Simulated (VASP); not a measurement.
# Ge (P6_3/mmc) in VASP: a series of runs, part 2 of 2

VASP 6.6.1. Earlier steps stand in the parts before.

**5. Single point, PBEsol**

This run uses another cell than the first one, of 22.83 Å³/atom.

INCAR reads:

```
PREC = Accurate
ENCUT = 520
EDIFF = 1E-6
ISMEAR = -1
SIGMA = 0.1
LREAL = False
LASPH = True
NELM = 100
ALGO = Normal
ISIF = 2
LWAVE = False
LCHARG = False
GGA = PS
NBANDS = 36
```

KPOINTS reads:

```
regular mesh
0
Gamma
  7 7 4
```

POSCAR reads:

```
Ge
1.0
    4.0029164568     -0.0000028906      0.0000000000
   -2.0014557251      3.4666287861      0.0000000000
    0.0000000000      0.0000000000      6.5820318102
Ge
4
Direct
    0.6666666667      0.3333333333      0.0626101606
    0.3333333333      0.6666666667      0.5626101606
    0.6666666667      0.3333333333      0.4373898394
    0.3333333333      0.6666666667      0.9373898394
```

The run is started by

```sh
$ cat potpaw_PBE.64/Ge_d/POTCAR > POTCAR
$ mpirun -np 1 vasp_std > vasp.out
```

Run time: 2.1 min. Hardware: 1 thread of Intel Xeon 8259CL, shared host; peak memory 0.22 GiB.

It converged, with:

```yaml
Free_energy: -19.6706 eV
Pressure: -0.1 GPa
Band_gap_on_the_k_mesh: 0.05 eV (least direct gap 0.14 eV)
```

Forces in eV/Å, atoms in the order of the input:
```
Ge   0.000  0.000  0.003
Ge   0.000  0.000  0.003
Ge   0.000  0.000 -0.003
Ge   0.000  0.000 -0.003
```

Levels at points of the mesh, in eV from the valence-band top:
```tsv
k point	band 26	band 27	band 28	band 29	band 30	band 31
(0.00, 0.00, 0.00)	-0.16	-0.11	0.00	0.14	0.14	2.25
(0.00, 0.00, 0.50)	-0.85	-0.85	-0.85	0.63	0.63	3.36
```

Caveat: semilocal functionals underestimate gaps, and a narrow one can read as zero; the PAW data sets were made with another functional, which shifts forces and pressure a little.

**6. Single point, PBEsol**

This run uses another cell than the first one, of 23.60 Å³/atom.

INCAR reads:

```
PREC     = Accurate       # precision mode
ENCUT    = 520            # plane-wave cutoff, eV
EDIFF    = 1E-6           # SCF threshold, eV
ISMEAR   = -1             # smearing method
SIGMA    = 0.1            # smearing width, eV
LREAL    = F              # projectors in reciprocal space
LASPH    = T              # aspherical terms in the spheres
NELM     = 100            # most SCF steps
ALGO     = Normal         # electronic algorithm
ISIF     = 2              # what is computed and relaxed
LWAVE    = F              # write WAVECAR
LCHARG   = F              # write CHGCAR
GGA      = PS             # functional
NBANDS   = 36             # bands
```

KPOINTS is that of step 5.

POSCAR reads:

```
Ge
1.0
    4.0483765845     -0.0000029234      0.0000000000
   -2.0241857605      3.5059984280      0.0000000000
    0.0000000000      0.0000000000      6.6504345146
Ge
4
Direct
    0.6666666667      0.3333333333      0.0624870080
    0.3333333333      0.6666666667      0.5624870080
    0.6666666667      0.3333333333      0.4375129920
    0.3333333333      0.6666666667      0.9375129920
```

Potentials or basis: VASP PAW PBE potentials, release 64 (Ge_d).

The run is started by

```sh
$ cat potpaw_PBE.64/Ge_d/POTCAR > POTCAR
$ mpirun -np 1 vasp_std > vasp.out
```

Wall time 97 s (1 thread of Intel Xeon 8259CL, shared host); peak memory 0.22 GiB.

Results (log left out):

* Free energy: -19.6504 eV
* Pressure: -2.1 GPa
* Band gap on the k mesh: 0.04 eV (least direct gap 0.17 eV)

Levels at points of the mesh, in eV from the valence-band top:
| k point | band 26 | band 27 | band 28 | band 29 | band 30 | band 31 |
| --- | --- | --- | --- | --- | --- | --- |
| (0.00, 0.00, 0.00) | -0.21 | -0.16 | 0.00 | 0.22 | 0.22 | 2.34 |
| (0.00, 0.00, 0.50) | -0.73 | -0.73 | -0.73 | 0.61 | 0.61 | 3.42 |

Caveat: the smearing spreads over this small gap; semilocal functionals underestimate gaps, and a narrow one can read as zero; the PAW data sets were made with another functional, which shifts forces and pressure a little. A k mesh can miss the band edges.

**7. Relaxation of cell and atoms, PBEsol, target pressure -2 GPa, at which the enthalpy is minimised**

This run uses another cell than the first one, of 22.83 Å³/atom.

INCAR reads:

```
SYSTEM = Ge
ALGO = Normal
EDIFF = 1E-7
EDIFFG = -0.005
ENCUT = 600
GGA = PS
IBRION = 2
ISIF = 3
ISMEAR = -1
LASPH = .TRUE.
LCHARG = .FALSE.
LREAL = .FALSE.
LWAVE = .FALSE.
NELM = 60
NSW = 80
PREC = Accurate
PSTRESS = -20.0
SIGMA = 0.1
```

KPOINTS reads:

```
k-points
0
G
  7 7 4
  0 0 0
```

POSCAR reads:

```
Ge
1.0
    3.9975900000      0.0000000000      0.0000000000
   -1.9987900000      3.4620100000      0.0000000000
    0.0000000000      0.0000000000      6.5993800000
Ge
4
Direct
    0.6666666667      0.3333333333      0.0629000000
    0.3333333333      0.6666666667      0.5629000000
    0.6666666667      0.3333333333      0.4371000000
    0.3333333333      0.6666666667      0.9371000000
```

The run is started by

```sh
$ cat potpaw_PBE.64/Ge_d/POTCAR > POTCAR
$ mpirun -np 1 vasp_std > vasp.out
```

It took 8.7 min on 1 thread of Intel Xeon 8259CL, shared host; peak memory 0.26 GiB.

It converged, with:

```
Free energy                                                : -19.6518 eV
Relaxed volume                                             : 23.57 Å³/atom
Relaxed cell                                               : a = 4.047 Å, b = 4.047 Å, c = 6.648 Å, α = 90.00°, β = 90.00°, γ = 120.00°
Space group after relaxing (to 0.1 Å)                      : P6_3/mmc (No. 194)
Energy change on relaxing (the run minimises the enthalpy) : +4.7 meV/atom
Ionic steps                                                : 7
Pressure after relaxing                                    : -2.0 GPa
Band gap on the k mesh                                     : 0.05 eV (least direct gap 0.17 eV)
```

The path:
```
step  energy change (eV)  largest force (eV/Å)  pressure (GPa)  volume (Å³)
   1              0.0000                0.0018           -0.05        91.33
   2              0.0297                0.0434           -2.45        95.06
   3              0.0193                0.0347           -2.00        94.31
   4              0.0200                0.0354           -2.03        94.37
   5              0.0200                0.0085           -2.03        94.38
   6              0.0201                0.0050           -2.05        94.39
   7              0.0188                0.0001           -2.01        94.28
```

Final structure:
```yaml
crystal:
  lattice:
    - [4.04684, 0.00000, 0.00000]
    - [-2.02341, 3.50466, 0.00000]
    - [0.00000, 0.00000, 6.64770]
  atoms:
    - { symbol: Ge, position: [0.66667, 0.33333, 0.06249] }
    - { symbol: Ge, position: [0.33333, 0.66667, 0.56249] }
    - { symbol: Ge, position: [0.66667, 0.33333, 0.43751] }
    - { symbol: Ge, position: [0.33333, 0.66667, 0.93751] }
```

Levels at points of the mesh, in eV from the valence-band top:
| k point | band 24 | band 25 | band 26 | band 27 | band 28 | band 29 | band 30 | band 31 | band 32 | band 33 |
| --- | --- | --- | --- | --- | --- | --- | --- | --- | --- | --- |
| (0.00, 0.00, 0.00) | -1.34 | -1.34 | -0.20 | -0.15 | 0.00 | 0.22 | 0.22 | 2.34 | 2.34 | 2.85 |
| (0.00, 0.00, 0.50) | -4.64 | -0.73 | -0.73 | -0.73 | -0.73 | 0.62 | 0.62 | 3.42 | 3.42 | 3.42 |

Caveat: the cell is relaxed towards a set pressure, so the run minimises the enthalpy, not the energy; the smearing spreads over this small gap; semilocal functionals underestimate gaps, and a narrow one can read as zero; the PAW data sets were made with another functional, which shifts forces and pressure a little.

**8. Overview**

```tsv
task	cell	cutoff (eV)	gap on the mesh (eV)	pressure (GPa)
single point	a = 3.848, b = 3.848, c = 6.353 Å, angles 90.0, 90.0, 120.0°, 4 atoms, atomic positions A	520	0.02	9.8
single point	a = 3.915, b = 3.915, c = 6.450 Å, angles 90.0, 90.0, 120.0°, 4 atoms, atomic positions B	520	none	4.9
single point	a = 3.964, b = 3.964, c = 6.522 Å, angles 90.0, 90.0, 120.0°, 4 atoms, atomic positions C	520	none	1.9
single point	a = 4.003, b = 4.003, c = 6.582 Å, angles 90.0, 90.0, 120.0°, 4 atoms, atomic positions D	520	0.05	-0.1
single point	a = 4.048, b = 4.048, c = 6.650 Å, angles 90.0, 90.0, 120.0°, 4 atoms, atomic positions E	520	0.04	-2.1
relaxation of cell and atoms	relaxed to -2 GPa from a = 3.998, b = 3.998, c = 6.599 Å, angles 90.0, 90.0, 120.0°, 4 atoms, atomic positions B	600	0.05	-2.0
```

Alike in all rows: level PBEsol; potentials or basis VASP PAW PBE potentials, release 64 (Ge_d); no spin polarisation; k mesh 7 × 7 × 4; smearing fermi-dirac 0.1 eV.

Caveats: semilocal functionals underestimate gaps, and a narrow one can read as zero; the PAW data sets were made with another functional, which shifts forces and pressure a little; the smearing spreads over this small gap (at least some runs); the cell stands under pressure (at least some runs); the cell is relaxed towards a set pressure, so the run minimises the enthalpy, not the energy (at least some runs).

Total energies depend on the potentials used, so only differences within one code and one set of settings carry meaning.
